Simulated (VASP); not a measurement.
# WS2 in VASP: further runs, part 2 of 2

VASP 6.6.1. Earlier steps stand in the parts before.

## Step 4: Single point, LDA

This run uses another cell than the first one.

The input, INCAR:

```
ALGO     = Normal         # electronic algorithm
EDIFF    = 1E-7           # SCF threshold, eV
ENCUT    = 520            # plane-wave cutoff, eV
ISIF     = 2              # what is computed and relaxed
ISMEAR   = -1             # smearing method
LASPH    = T              # aspherical terms in the spheres
LCHARG   = F              # write CHGCAR
LREAL    = F              # projectors in reciprocal space
LWAVE    = F              # write WAVECAR
NBANDS   = 20             # bands
NELM     = 60             # most SCF steps
PREC     = Accurate       # precision mode
SIGMA    = 0.05           # smearing width, eV
```

The input, KPOINTS:

```
k-points
0
Gamma
  10 10 2
```

The input, POSCAR:

```
WS2
1.0
    3.2045998594      0.0000000000      0.0000000000
   -1.6022999297      2.7752648871      0.0000000000
    0.0000000000      0.0000000000     17.0628366442
W S
1 2
Direct
    0.0000000000      0.0000000000      0.0000000000
    0.3333333333      0.6666666667      0.0920005100
    0.3333333333      0.6666666667      0.9079994900
```

Potentials or basis: VASP PAW LDA potentials, release 64 (W_sv, S).

The run is started by

```
> cat potpaw_LDA.64/W_sv/POTCAR potpaw_LDA.64/S/POTCAR > POTCAR
> mpirun -np 1 vasp_std > vasp.out
```

OUTCAR:

```text
EDIFF = 1E-7
   ENCUT = 520
   ISIF = 2
   ISMEAR = -1
   LASPH = T
   LREAL = F
   NELM = 60
   PREC = Accurate

 ion  position               nearest neighbor table
   1  0.000  0.000  0.000-   2 2.43   3 2.43   2 2.43   3 2.43   2 2.43   3 2.43
   2  0.333  0.667  0.092-   1 2.43   1 2.43   1 2.43
   3  0.333  0.667  0.908-   1 2.43   1 2.43   1 2.43

  LATTYP: Found a hexagonal cell.
 ALAT       =     3.2045998594
 C/A-ratio  =     5.3244827413

  Lattice vectors:

 A1 = (   3.2045998594,   0.0000000000,   0.0000000000)
 A2 = (  -1.6022999297,   2.7752648871,   0.0000000000)
 A3 = (   0.0000000000,   0.0000000000,  17.0628366442)

Analysis of symmetry for initial positions (statically):
=====================================================================
 Subroutine PRICEL returns:
 Original cell was already a primitive cell.

 Routine SETGRP: Setting up the symmetry group for a
 hexagonal supercell.

 Subroutine GETGRP returns: Found 12 space group operations
 (whereof 12 operations were pure point group operations)
 out of a pool of 24 trial point group operations.

The static configuration has the point symmetry D_3h.

Analysis of symmetry for dynamics (positions and initial velocities):
=====================================================================
 Subroutine PRICEL returns:
 Original cell was already a primitive cell.

 Routine SETGRP: Setting up the symmetry group for a
 hexagonal supercell.

 Subroutine GETGRP returns: Found 12 space group operations
 (whereof 12 operations were pure point group operations)
 out of a pool of 24 trial point group operations.

The dynamic configuration has the point symmetry D_3h.

 Subroutine INISYM returns: Found 12 space group operations
 (whereof 12 operations are pure point group operations),
 and found     1 'primitive' translations

----------------------------------------------------------------------------------------

                                     Primitive cell

  volume of cell :     151.7503

  direct lattice vectors                    reciprocal lattice vectors
     3.204599859  0.000000000  0.000000000     0.312051440  0.180162983  0.000000000
    -1.602299930  2.775264887  0.000000000     0.000000000  0.360325966  0.000000000
     0.000000000  0.000000000 17.062836644     0.000000000  0.000000000  0.058606902

  length of vectors
     3.204599859  3.204599859 17.062836644     0.360325966  0.360325966  0.058606902

  position of ions in fractional coordinates (direct lattice)
     0.000000000  0.000000000  0.000000000
     0.333333333  0.666666667  0.092000510
     0.333333333  0.666666667  0.907999490

  ion indices of the primitive-cell ions
   primitive index   ion index
                 1           1
                 2           2
                 3           3

----------------------------------------------------------------------------------------

 KPOINTS: k-points

Automatic generation of k-mesh.
 Grid dimensions read from file:
 generate k-points for:   10   10    2

 Generating k-lattice:

  Cartesian coordinates                     Fractional coordinates (reciprocal lattice)
     0.031205144  0.018016298  0.000000000     0.100000000  0.000000000  0.000000000
     0.000000000  0.036032597  0.000000000     0.000000000  0.100000000  0.000000000
     0.000000000  0.000000000  0.029303451     0.000000000  0.000000000  0.500000000

  Length of vectors
     0.036032597  0.036032597  0.029303451

  Shift w.r.t. Gamma in fractional coordinates (k-lattice)
     0.000000000  0.000000000  0.000000000

 Subroutine IBZKPT returns following result:
 ===========================================

 Found     28 irreducible k-points:

 Following reciprocal coordinates:
            Coordinates               Weight
  0.000000  0.000000  0.000000      1.000000
  0.100000  0.000000  0.000000      6.000000
  0.200000  0.000000  0.000000      6.000000
  0.300000  0.000000  0.000000      6.000000
  0.400000  0.000000  0.000000      6.000000
  0.500000  0.000000  0.000000      3.000000
[... 16 lines left out ...]
  0.300000  0.100000  0.500000     12.000000
  0.400000  0.100000  0.500000     12.000000
 [... further k-points ...]
   k-points           NKPTS =     28   k-points in BZ     NKDIM =     28   number of bands    NBANDS=     20
   number of dos      NEDOS =    301   number of ions     NIONS =      3
   total plane-waves  NPLWV =  73728
   dimension x,y,z NGX =    24 NGY =   24 NGZ =  128
   dimension x,y,z NGXF=    48 NGYF=   48 NGZF=  256
   ions per type =               1   2
   NGX,Y,Z   is equivalent  to a cutoff of  12.45, 12.45, 12.47 a.u.
   NGXF,Y,Z  is equivalent  to a cutoff of  24.90, 24.90, 24.94 a.u.
 SYSTEM =  unknown system
   PREC   = accura    normal or accurate (medium, high low for compatibility)
   ISTART =      0    job   : 0-new  1-cont  2-samecut
   ICHARG =      2    charge: 1-file 2-atom 10-const
   ISPIN  =      1    spin polarized calculation?
   LNONCOLLINEAR =      F non collinear calculations
   LSORBIT =      F    spin-orbit coupling
   LASPH  =      T    aspherical Exc in radial PAW
   ENCUT  =  520.0 eV  38.22 Ry    6.18 a.u.   5.96  5.96 31.73*2*pi/ulx,y,z
   NELM   =     60;   NELMIN=  2; NELMDL= -5     # of ELM steps
   EDIFF  = 0.1E-06   stopping-criterion for ELM
   LREAL  =      F    real-space projection
   EDIFFG = 0.1E-05   stopping-criterion for IOM
   NSW    =      0    number of steps for IOM
   IBRION =     -1    ionic relax: 0-MD 1-quasi-New 2-CG
   NFREE  =      0    steps in history (QN), initial steepest desc. (CG)
   ISIF   =      2    stress and relaxation
   ISYM   =      2    0-nonsym 1-usesym 2-fastsym
   POTIM  = 0.5000    time-step for ionic-motion
   TEBEG  =    0.0;   TEEND  =   0.0 temperature during run
   PSTRESS=    0.0 pullay stress
   NELECT =      26.0000    total number of electrons
   NUPDOWN=      -1.0000    fix difference up-down
   EMIN   =  10.00;   EMAX   =-10.00  energy-range for DOS
   EFERMI =   0.00;   METHOD = LEGACY
   ISMEAR =    -1;   SIGMA  =   0.05  broadening in eV -4-tet -1-fermi 0-gaus
   EFERMI_NEDOS =   21; number of points for ismear=-14 and -15
   IALGO  =     38    algorithm
   IMIX   =      4    mixing-type and parameters
     AMIX     =   0.40;   BMIX     =  1.00
     AMIX_MAG =   1.60;   BMIX_MAG =  1.00
  volume/ion in A,a.u.               =      50.58       341.35
  Fermi-wavevector in a.u.,A,eV,Ry     =   0.909263  1.718258 11.248738  0.826759
  Thomas-Fermi vector in A             =   2.033287
   LORBIT       =      0    0 simple, 1 ext, 2 COOP (PROOUT), +10 PAW based schemes
   GGA     = CA    functional components
   LHFCALC =     F    Hartree Fock is set to
   AEXX    =    0.0000 exact exchange contribution
   IVDW    =     0    specifies the selected vdW correction
   LEPSILON=     F    determine dielectric tensor
   LRPA    =     F    only Hartree local field effects (RPA)
 non-spin polarized calculation
  energy-cutoff  :      520.00
  volume of cell :      151.75
 maximum number of plane-waves:      4134
 NGX is ok and might be reduce to    24
   NGX = 11   NGY = 11   NGZ = 63

 number of electron      26.0000003 magnetization

 Free energy of the ion-electron system (eV)
  ---------------------------------------------------
  ext. energy  EPLUGINS =         0.00000000
  ---------------------------------------------------
  free energy    TOTEN  =       -26.07108060 eV

  energy without entropy =      -26.07108060  energy(sigma->0) =      -26.07108060

 E-fermi :  -0.5881     XC(G=0):  -4.5888

 val. band max:       -1.5295107134   @ k =   0.0000   0.0000   0.5000
 cond. band min:       0.4020018753   @ k =   0.3000   0.3000   0.5000
 fundamental gap:      1.9315125888
 Fermi energy:        -0.5880826533

 k-point     1 :       0.0000    0.0000    0.0000
  band No.  band energies     occupation
      1     -75.1206      2.00000
      2     -39.6050      2.00000
      3     -39.4636      2.00000
      4     -39.4636      2.00000
      5     -16.0711      2.00000
      6     -14.4540      2.00000
[... 12 lines left out ...]
     19       4.1807      0.00000
     20       4.1845      0.00000

 k-point     2 :       0.1000    0.0000    0.0000
  band No.  band energies     occupation
      1     -75.1191      2.00000
      2     -39.5996      2.00000
      3     -39.4942      2.00000
      4     -39.4707      2.00000
      5     -15.9111      2.00000
      6     -14.3957      2.00000
[... 498 lines left out ...]
 k-point    24 :       0.4000    0.1000    0.5000
  band No.  band energies     occupation
      1     -75.1051      2.00000
      2     -39.7603      2.00000
      3     -39.5545      2.00000
      4     -39.5478      2.00000
      5     -14.0145      2.00000
      6     -13.7255      2.00000
[... 12 lines left out ...]
     19       6.5397      0.00000
     20       6.6427      0.00000

 [... further k-points ...]
[... 5 lines left out ...]
  --------------------------------------------------------------------------------------
  -------------------------------------------------------------------------------------
  Total       -3.1328998     -3.1328998     -2.2087148      0.0000000      0.0000000      0.0000000
  in kB      -33.0771134    -33.0771134    -23.3195813      0.0000000      0.0000000      0.0000000
  external PRESSURE =     -29.8246027 kB  Pullay stress =       0.0000000 kB

 VOLUME and BASIS-vectors are now :
 -----------------------------------------------------------------------------
  energy-cutoff  :      520.00
  volume of cell :      151.75
      direct lattice vectors                 reciprocal lattice vectors
     3.204599859  0.000000000  0.000000000     0.312051440  0.180162983  0.000000000
    -1.602299930  2.775264887  0.000000000     0.000000000  0.360325966  0.000000000
     0.000000000  0.000000000 17.062836644     0.000000000  0.000000000  0.058606902

 POSITION                                       TOTAL-FORCE (eV/Angst)
 -----------------------------------------------------------------------------------
      0.00000      0.00000      0.00000         0.000000      0.000000      0.000000
     -0.00000      1.85018      1.56979        -0.000000     -0.000000     -0.694808
     -0.00000      1.85018     15.49305         0.000000      0.000000      0.694808
 -----------------------------------------------------------------------------------
    total drift:                                0.000000     -0.000000     -0.000000

  FREE ENERGIE OF THE ION-ELECTRON SYSTEM (eV)
  ---------------------------------------------------
  free  energy   TOTEN  =       -26.0710805962 eV

  energy  without entropy=      -26.0710805956  energy(sigma->0) =      -26.07108060
```

Run time: 55 s. Hardware: 1 thread of Intel Xeon 6975P-C (Granite Rapids), shared host; peak memory 0.25 GiB.

What came out:

- Free energy: -26.0711 eV
- Largest force: 0.695 eV/Å
- Band gap on the k mesh: 1.93 eV (least direct gap 2.09 eV)

Forces in eV/Å, atoms in the order of the input:
```
W    0.000  0.000  0.000
S    0.000  0.000 -0.695
S    0.000  0.000  0.695
```

Levels at points of the mesh, in eV from the valence-band top:
| k point | band 9 | band 10 | band 11 | band 12 | band 13 | band 14 | band 15 | band 16 | band 17 | band 18 |
| --- | --- | --- | --- | --- | --- | --- | --- | --- | --- | --- |
| (0.00, 0.00, 0.00) | -2.82 | -2.02 | -1.61 | -1.61 | 0.00 | 2.83 | 2.83 | 3.01 | 3.01 | 4.93 |
| (0.50, 0.00, 0.00) | -4.31 | -3.36 | -2.03 | -1.24 | -0.87 | 2.73 | 3.19 | 3.97 | 4.65 | 5.01 |
| (0.00, 0.00, 0.50) | -2.82 | -2.02 | -1.61 | -1.61 | 0.00 | 2.83 | 2.83 | 3.01 | 3.01 | 4.95 |
| (0.50, 0.00, 0.50) | -4.31 | -3.36 | -2.03 | -1.24 | -0.87 | 2.73 | 3.19 | 3.97 | 4.65 | 5.01 |

Caveat: there is no dipole correction, which matters where the two faces differ; spin-orbit coupling is left out, which moves the levels of the heavy elements.

## Step 5: Single point, LDA

This run uses another cell than the first one.

The input, INCAR:

```
SYSTEM = WS2
PREC     = Accurate       ! precision mode
ENCUT    = 520            ! plane-wave cutoff, eV
EDIFF    = 1E-7           ! SCF threshold, eV
ISMEAR   = -1             ! smearing method
SIGMA    = 0.05           ! smearing width, eV
LREAL    = .FALSE.        ! projectors in reciprocal space
LASPH    = .TRUE.         ! aspherical terms in the spheres
NELM     = 100            ! most SCF steps
ALGO     = Normal         ! electronic algorithm
ISIF     = 2              ! what is computed and relaxed
LWAVE    = .FALSE.        ! write WAVECAR
LCHARG   = .FALSE.        ! write CHGCAR
GGA      = CA             ! functional
NBANDS   = 20             ! bands
```

The input, KPOINTS:

```
Automatic mesh
0
G
  10 10 2
  0 0 0
```

The input, POSCAR:

```
WS2
1.0
    3.2254095325      0.0000000000      0.0000000000
   -1.6127047662      2.7932865927      0.0000000000
    0.0000000000      0.0000000000     17.1736373894
W S
1 2
Direct
    0.0000000000      0.0000000000      0.0000000000
    0.3333333333      0.6666666667      0.0920005100
    0.3333333333      0.6666666667      0.9079994900
```

Potentials or basis: VASP PAW LDA potentials, release 64 (W_sv, S).

The run is started by

```
> cat potpaw_LDA.64/W_sv/POTCAR potpaw_LDA.64/S/POTCAR > POTCAR
> mpirun -np 1 vasp_std > vasp.out
```

OUTCAR:

```text
SYSTEM = WS2
   PREC = Accurate
   ENCUT = 520
   EDIFF = 1E-7
   ISMEAR = -1
   LREAL = .FALSE.
   LASPH = .TRUE.
   NELM = 100
   ISIF = 2
   GGA = CA

 ion  position               nearest neighbor table
   1  0.000  0.000  0.000-   2 2.44   3 2.44   2 2.44   3 2.44   2 2.44   3 2.44
   2  0.333  0.667  0.092-   1 2.44   1 2.44   1 2.44
   3  0.333  0.667  0.908-   1 2.44   1 2.44   1 2.44

  LATTYP: Found a hexagonal cell.
 ALAT       =     3.2254095325
 C/A-ratio  =     5.3244827413

  Lattice vectors:

[... 194 lines left out ...]
      6     -14.4785      2.00000
[... 541 lines left out ...]
     19       6.3713      0.00000
     20       6.5206      0.00000

 [... further k-points ...]
[... 5 lines left out ...]
  --------------------------------------------------------------------------------------
  -------------------------------------------------------------------------------------
  Total       -4.0574542     -4.0574542     -3.2057535     -0.0000000      0.0000000      0.0000000
  in kB      -42.0147281    -42.0147280    -33.1954119     -0.0000000      0.0000000      0.0000000
  external PRESSURE =     -39.0749560 kB  Pullay stress =       0.0000000 kB

 VOLUME and BASIS-vectors are now :
 -----------------------------------------------------------------------------
  energy-cutoff  :      520.00
  volume of cell :      154.73
      direct lattice vectors                 reciprocal lattice vectors
     3.225409533  0.000000000  0.000000000     0.310038149  0.179000609  0.000000000
    -1.612704766  2.793286593  0.000000000     0.000000000  0.358001217  0.000000000
     0.000000000  0.000000000 17.173637389     0.000000000  0.000000000  0.058228783

 POSITION                                       TOTAL-FORCE (eV/Angst)
 -----------------------------------------------------------------------------------
      0.00000      0.00000      0.00000        -0.000000     -0.000000      0.000000
     -0.00000      1.86219      1.57998         0.000000      0.000000     -1.006109
     -0.00000      1.86219     15.59365         0.000000      0.000000      1.006109
 -----------------------------------------------------------------------------------
    total drift:                                0.000000     -0.000000     -0.000000

  FREE ENERGIE OF THE ION-ELECTRON SYSTEM (eV)
  ---------------------------------------------------
  free  energy   TOTEN  =       -26.0074203277 eV

  energy  without entropy=      -26.0074203266  energy(sigma->0) =      -26.00742033
```

OSZICAR:

```text
N       E                     dE             d eps       ncg     rms          rms(c)
DAV:   1     0.168431098045E+03    0.16843E+03   -0.12202E+04  1344   0.110E+03
DAV:   2    -0.137205774374E+02   -0.18215E+03   -0.17674E+03  1472   0.262E+02
DAV:   3    -0.272385350683E+02   -0.13518E+02   -0.13423E+02  1512   0.662E+01
[... 15 lines left out ...]
DAV:  19    -0.260074122841E+02   -0.10864E-04   -0.39658E-07  1228   0.202E-03    0.158E-03
DAV:  20    -0.260074189897E+02   -0.67057E-05   -0.39588E-07  1196   0.184E-03    0.170E-03
DAV:  21    -0.260074199347E+02   -0.94492E-06   -0.39354E-08  1152   0.630E-04    0.987E-04
DAV:  22    -0.260074202718E+02   -0.33711E-06   -0.11271E-08   964   0.406E-04    0.150E-04
DAV:  23    -0.260074203277E+02   -0.55932E-07   -0.16909E-09   848   0.177E-04
   1 F= -.26007420E+02 E0= -.26007420E+02  d E =-.110318E-08
```

Wall time 54 s (1 thread of Intel Xeon 6975P-C (Granite Rapids), shared host); peak memory 0.25 GiB.

What came out:

```yaml
Free_energy: -26.0074 eV
Largest_force: 1.006 eV/Å
Band_gap_on_the_k_mesh: 1.88 eV (least direct gap 2.03 eV)
```

Forces in eV/Å, atoms in the order of the input:
```
W    0.000  0.000  0.000
S    0.000  0.000 -1.006
S    0.000  0.000  1.006
```

Levels at points of the mesh, in eV from the valence-band top:
| k point | band 11 | band 12 | band 13 | band 14 | band 15 | band 16 |
| --- | --- | --- | --- | --- | --- | --- |
| (0.00, 0.00, 0.00) | -1.60 | -1.60 | 0.00 | 2.76 | 2.76 | 2.91 |
| (0.50, 0.00, 0.00) | -2.03 | -1.25 | -0.86 | 2.65 | 3.10 | 3.90 |
| (0.00, 0.00, 0.50) | -1.60 | -1.60 | 0.00 | 2.76 | 2.76 | 2.91 |
| (0.50, 0.00, 0.50) | -2.03 | -1.25 | -0.86 | 2.65 | 3.10 | 3.90 |

Caveat: there is no dipole correction, which matters where the two faces differ; spin-orbit coupling is left out, which moves the levels of the heavy elements.

## Step 6: Overview

```tsv
cell	gap on the mesh (eV)	largest force (eV/Å)
a = 3.162, b = 3.162, c = 16.837 Å, angles 90.0, 90.0, 120.0°, 3 atoms	2.05	0.01
a = 3.184, b = 3.184, c = 16.951 Å, angles 90.0, 90.0, 120.0°, 3 atoms	1.99	0.36
a = 3.205, b = 3.205, c = 17.063 Å, angles 90.0, 90.0, 120.0°, 3 atoms	1.93	0.69
a = 3.225, b = 3.225, c = 17.174 Å, angles 90.0, 90.0, 120.0°, 3 atoms	1.88	1.01
```

Alike in all rows: task single point; level LDA; potentials or basis VASP PAW LDA potentials, release 64 (W_sv, S); no spin polarisation; k mesh 10 × 10 × 2; cutoff (eV) 520; smearing fermi-dirac 0.05 eV.

Caveats: there is no dipole correction, which matters where the two faces differ; spin-orbit coupling is left out, which moves the levels of the heavy elements.

Absolute energies hang on the potentials; compare differences alone.
